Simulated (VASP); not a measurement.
# MgO (P-6m2) in VASP: further runs, part 2 of 2

VASP 6.6.1. The steps go on from the part before.

### Step 5. Single point, r2SCAN

This run uses another cell than the first one, of 10.02 Å³/atom, 1.087 times its volume.

Input file POSCAR:

```
MgO
1.0
    2.9380210000      0.0000000000      0.0000000000
   -1.4690100000      2.5444010000      0.0000000000
    0.0000000000      0.0000000000      2.6796800000
Mg O
1 1
Direct
    0.0000000000      0.0000000000      0.0000000000
    0.3333333333      0.6666666667      0.5000000000
```

Input file INCAR.step1:

```
SYSTEM = MgO
ALGO = Normal ; EDIFF = 1E-4
ENCUT = 520 ; GGA = PE
ISMEAR = 0 ; LASPH = .TRUE.
LCHARG = .FALSE. ; LREAL = .FALSE.
LWAVE = .TRUE. ; NBANDS = 11
NELM = 100 ; PREC = Accurate
SIGMA = 0.01
```

Input file INCAR.step2:

```
SYSTEM = MgO
ALGO = Normal ; EDIFF = 1E-6
ENCUT = 520 ; ISIF = 2
ISMEAR = 0 ; ISTART = 1
LASPH = .TRUE. ; LCHARG = .TRUE.
LELF = .TRUE. ; LMIXTAU = .TRUE.
LREAL = .FALSE. ; LVHAR = .TRUE.
LWAVE = .FALSE. ; METAGGA = R2SCAN
NBANDS = 11 ; NELM = 100
PREC = Accurate ; SIGMA = 0.01
```

Input file KPOINTS:

```
k-points
0
G
  12 12 8
  0 0 0
```

Potentials or basis: VASP PAW PBE potentials, release 64 (Mg, O).

Command:

```sh
> cat potpaw_PBE.64/Mg/POTCAR potpaw_PBE.64/O/POTCAR > POTCAR
> cp INCAR.step1 INCAR
> mpirun -np 1 vasp_std > vasp.out
> cp INCAR.step2 INCAR
> mpirun -np 1 vasp_std > vasp.out
```

OUTCAR:

```text
SYSTEM = MgO
   EDIFF = 1E-6
   ENCUT = 520
   ISIF = 2
   ISMEAR = 0
   ISTART = 1
   LASPH = .TRUE.
   LREAL = .FALSE.
   METAGGA = R2SCAN
   NELM = 100
   PREC = Accurate

 ion  position               nearest neighbor table
   1  0.000  0.000  0.000-   2 2.16   2 2.16   2 2.16   2 2.16   2 2.16   2 2.16
   2  0.333  0.667  0.500-   1 2.16   1 2.16   1 2.16   1 2.16   1 2.16   1 2.16

  LATTYP: Found a hexagonal cell.
 ALAT       =     2.9380210000
 C/A-ratio  =     0.9120697231

  Lattice vectors:

 A1 = (   2.9380210000,   0.0000000000,   0.0000000000)
 A2 = (  -1.4690100000,   2.5444010000,   0.0000000000)
 A3 = (   0.0000000000,   0.0000000000,   2.6796800000)

Analysis of symmetry for initial positions (statically):
=====================================================================
 Subroutine PRICEL returns:
 Original cell was already a primitive cell.

 Routine SETGRP: Setting up the symmetry group for a
 hexagonal supercell.

 Subroutine GETGRP returns: Found 12 space group operations
 (whereof 12 operations were pure point group operations)
 out of a pool of 24 trial point group operations.

The static configuration has the point symmetry D_3h.

Analysis of symmetry for dynamics (positions and initial velocities):
=====================================================================
 Subroutine PRICEL returns:
 Original cell was already a primitive cell.

 Routine SETGRP: Setting up the symmetry group for a
 hexagonal supercell.

 Subroutine GETGRP returns: Found 12 space group operations
 (whereof 12 operations were pure point group operations)
 out of a pool of 24 trial point group operations.

The dynamic configuration has the point symmetry D_3h.

 Subroutine INISYM returns: Found 12 space group operations
 (whereof 12 operations are pure point group operations),
 and found     1 'primitive' translations

----------------------------------------------------------------------------------------

                                     Primitive cell

  volume of cell :      20.0320

  direct lattice vectors                    reciprocal lattice vectors
     2.938021000  0.000000000  0.000000000     0.340365164  0.196509839  0.000000000
    -1.469010000  2.544401000  0.000000000     0.000000000  0.393019811  0.000000000
     0.000000000  0.000000000  2.679680000     0.000000000  0.000000000  0.373178887

  length of vectors
     2.938021000  2.938020903  2.679680000     0.393019798  0.393019811  0.373178887

  position of ions in fractional coordinates (direct lattice)
     0.000000000  0.000000000  0.000000000
     0.333333333  0.666666667  0.500000000

  ion indices of the primitive-cell ions
   primitive index   ion index
                 1           1
                 2           2

----------------------------------------------------------------------------------------

 KPOINTS: k-points

Automatic generation of k-mesh.
 Grid dimensions read from file:
 generate k-points for:   12   12    8

 Generating k-lattice:

  Cartesian coordinates                     Fractional coordinates (reciprocal lattice)
     0.028363764  0.016375820  0.000000000     0.083333333  0.000000000  0.000000000
     0.000000000  0.032751651  0.000000000     0.000000000  0.083333333  0.000000000
     0.000000000  0.000000000  0.046647361     0.000000000  0.000000000  0.125000000

  Length of vectors
     0.032751650  0.032751651  0.046647361

  Shift w.r.t. Gamma in fractional coordinates (k-lattice)
     0.000000000  0.000000000  0.000000000

 Subroutine IBZKPT returns following result:
 ===========================================

 Found     95 irreducible k-points:

 Following reciprocal coordinates:
            Coordinates               Weight
  0.000000  0.000000  0.000000      1.000000
  0.083333 -0.000000  0.000000      6.000000
  0.166667  0.000000  0.000000      6.000000
  0.250000  0.000000  0.000000      6.000000
  0.333333  0.000000  0.000000      6.000000
  0.416667  0.000000  0.000000      6.000000
[... 16 lines left out ...]
  0.250000  0.000000  0.125000     12.000000
  0.333333  0.000000  0.125000     12.000000
 [... further k-points ...]
   k-points           NKPTS =     95   k-points in BZ     NKDIM =     95   number of bands    NBANDS=     11
   number of dos      NEDOS =    301   number of ions     NIONS =      2
   total plane-waves  NPLWV =  11520
   dimension x,y,z NGX =    24 NGY =   24 NGZ =   20
   dimension x,y,z NGXF=    48 NGYF=   48 NGZF=   40
   ions per type =               1   1
   NGX,Y,Z   is equivalent  to a cutoff of  13.58, 13.58, 12.41 a.u.
   NGXF,Y,Z  is equivalent  to a cutoff of  27.16, 27.16, 24.82 a.u.
 SYSTEM =  MgO
   PREC   = accura    normal or accurate (medium, high low for compatibility)
   ISTART =      1    job   : 0-new  1-cont  2-samecut
   ICHARG =      0    charge: 1-file 2-atom 10-const
   ISPIN  =      1    spin polarized calculation?
   LNONCOLLINEAR =      F non collinear calculations
   LSORBIT =      F    spin-orbit coupling
   LASPH  =      T    aspherical Exc in radial PAW
   ENCUT  =  520.0 eV  38.22 Ry    6.18 a.u.   5.46  5.46  4.98*2*pi/ulx,y,z
   NELM   =    100;   NELMIN=  2; NELMDL=  0     # of ELM steps
   EDIFF  = 0.1E-05   stopping-criterion for ELM
   LREAL  =      F    real-space projection
   EDIFFG = 0.1E-04   stopping-criterion for IOM
   NSW    =      0    number of steps for IOM
   IBRION =     -1    ionic relax: 0-MD 1-quasi-New 2-CG
   NFREE  =      0    steps in history (QN), initial steepest desc. (CG)
   ISIF   =      2    stress and relaxation
   ISYM   =      2    0-nonsym 1-usesym 2-fastsym
   POTIM  = 0.5000    time-step for ionic-motion
   TEBEG  =    0.0;   TEEND  =   0.0 temperature during run
   PSTRESS=    0.0 pullay stress
   NELECT =       8.0000    total number of electrons
   NUPDOWN=      -1.0000    fix difference up-down
   EMIN   =  10.00;   EMAX   =-10.00  energy-range for DOS
   EFERMI =   0.00;   METHOD = LEGACY
   ISMEAR =     0;   SIGMA  =   0.01  broadening in eV -4-tet -1-fermi 0-gaus
   EFERMI_NEDOS =   21; number of points for ismear=-14 and -15
   IALGO  =     38    algorithm
   IMIX   =      4    mixing-type and parameters
     AMIX     =   0.40;   BMIX     =  1.00
     AMIX_MAG =   1.60;   BMIX_MAG =  1.00
  volume/ion in A,a.u.               =      10.02        67.59
  Fermi-wavevector in a.u.,A,eV,Ry     =   1.205583  2.278221 19.775113  1.453430
  Thomas-Fermi vector in A             =   2.341275
   LORBIT       =      0    0 simple, 1 ext, 2 COOP (PROOUT), +10 PAW based schemes
   METAGGA = R2SCAN    functional components
   LHFCALC =     F    Hartree Fock is set to
   AEXX    =    0.0000 exact exchange contribution
   IVDW    =     0    specifies the selected vdW correction
   LEPSILON=     F    determine dielectric tensor
   LRPA    =     F    only Hartree local field effects (RPA)
 non-spin polarized calculation
 Gauss-broadening in eV      SIGMA  =   0.01
  energy-cutoff  :      520.00
  volume of cell :       20.03
 maximum number of plane-waves:       562
 NGX is ok and might be reduce to    24
   NGX = 11   NGY = 11   NGZ =  9

 number of electron       7.9999996 magnetization

 Free energy of the ion-electron system (eV)
  ---------------------------------------------------
  ext. energy  EPLUGINS =         0.00000000
  ---------------------------------------------------
  free energy    TOTEN  =       -15.39754263 eV

  energy without entropy =      -15.39754263  energy(sigma->0) =      -15.39754263

 E-fermi :   3.0150     XC(G=0): -11.2161

 val. band max:        2.9467656722   @ k =   0.3333   0.3333   0.0000
 cond. band min:       6.7047876209   @ k =   0.0000   0.0000   0.0000
 fundamental gap:      3.7580219487
 Fermi energy:         3.0150317897

 k-point     1 :       0.0000    0.0000    0.0000
  band No.  band energies     occupation
      1     -15.4490      2.00000
      2       2.3220      2.00000
      3       2.3220      2.00000
      4       2.5359      2.00000
      5       6.7048      0.00000
      6      15.8274      0.00000
      7      19.5165      0.00000
      8      19.5165      0.00000
      9      24.0461      0.00000
     10      25.1567      0.00000
     11      26.9183      0.00000
[... 309 lines left out ...]
 k-point    24 :       0.3333    0.0000    0.1250
  band No.  band energies     occupation
      1     -14.6128      2.00000
      2      -0.9526      2.00000
      3       1.8321      2.00000
      4       2.0630      2.00000
      5      10.1983      0.00000
      6      14.5008      0.00000
      7      18.2239      0.00000
      8      21.1863      0.00000
      9      21.3362      0.00000
     10      27.4187      0.00000
     11      28.0415      0.00000

 [... further k-points ...]
[... 5 lines left out ...]
  --------------------------------------------------------------------------------------
  -------------------------------------------------------------------------------------
  Total       -0.7371761     -0.7371762     -0.8695253     -0.0000001      0.0000000      0.0000000
  in kB      -58.9601274    -58.9601356    -69.5455587     -0.0000116      0.0000000      0.0000000
  external PRESSURE =     -62.4886073 kB  Pullay stress =       0.0000000 kB

 VOLUME and BASIS-vectors are now :
 -----------------------------------------------------------------------------
  energy-cutoff  :      520.00
  volume of cell :       20.03
      direct lattice vectors                 reciprocal lattice vectors
     2.938021000  0.000000000  0.000000000     0.340365164  0.196509839  0.000000000
    -1.469010000  2.544401000  0.000000000     0.000000000  0.393019811  0.000000000
     0.000000000  0.000000000  2.679680000     0.000000000  0.000000000  0.373178887

 POSITION                                       TOTAL-FORCE (eV/Angst)
 -----------------------------------------------------------------------------------
      0.00000      0.00000      0.00000         0.000000     -0.000000      0.000000
      0.00000      1.69627      1.33984        -0.000000      0.000000      0.000000
 -----------------------------------------------------------------------------------
    total drift:                                0.000009     -0.000003     -0.000000

  FREE ENERGIE OF THE ION-ELECTRON SYSTEM (eV)
  ---------------------------------------------------
  free  energy   TOTEN  =       -15.3975426310 eV

  energy  without entropy=      -15.3975426310  energy(sigma->0) =      -15.39754263
```

Wall time 62 s (1 thread of AMD EPYC 7R13 (Zen 3), shared host); peak memory 0.12 GiB.

Results:

| Property | Result |
| --- | --- |
| Free energy | -15.3975 eV |
| Pressure | -6.2 GPa |
| Band gap on the k mesh | 3.76 eV, indirect (least direct gap 4.17 eV) |

Stress tensor (GPa, compression positive):
```
-5.90  0.00  0.00
 0.00 -5.90  0.00
 0.00  0.00 -6.95
```

Caveat: the PAW data sets were made with another functional, which shifts forces and pressure a little.

### Step 6. The runs side by side

```tsv
cell	gap on the mesh (eV)	pressure (GPa)
a = 2.857, b = 2.857, c = 2.606 Å, angles 90.0, 90.0, 120.0°, 2 atoms	4.44	6.9
a = 2.885, b = 2.885, c = 2.631 Å, angles 90.0, 90.0, 120.0°, 2 atoms	4.20	1.9
a = 2.912, b = 2.912, c = 2.656 Å, angles 90.0, 90.0, 120.0°, 2 atoms	3.97	-2.5
a = 2.938, b = 2.938, c = 2.680 Å, angles 90.0, 90.0, 120.0°, 2 atoms	3.76	-6.2
```

Alike in all rows: task single point; level r2SCAN; potentials or basis VASP PAW PBE potentials, release 64 (Mg, O); no spin polarisation; k mesh 12 × 12 × 8; cutoff (eV) 520; smearing gaussian 0.01 eV.

Caveats: the PAW data sets were made with another functional, which shifts forces and pressure a little.

Absolute energies hang on the potentials; compare differences alone.
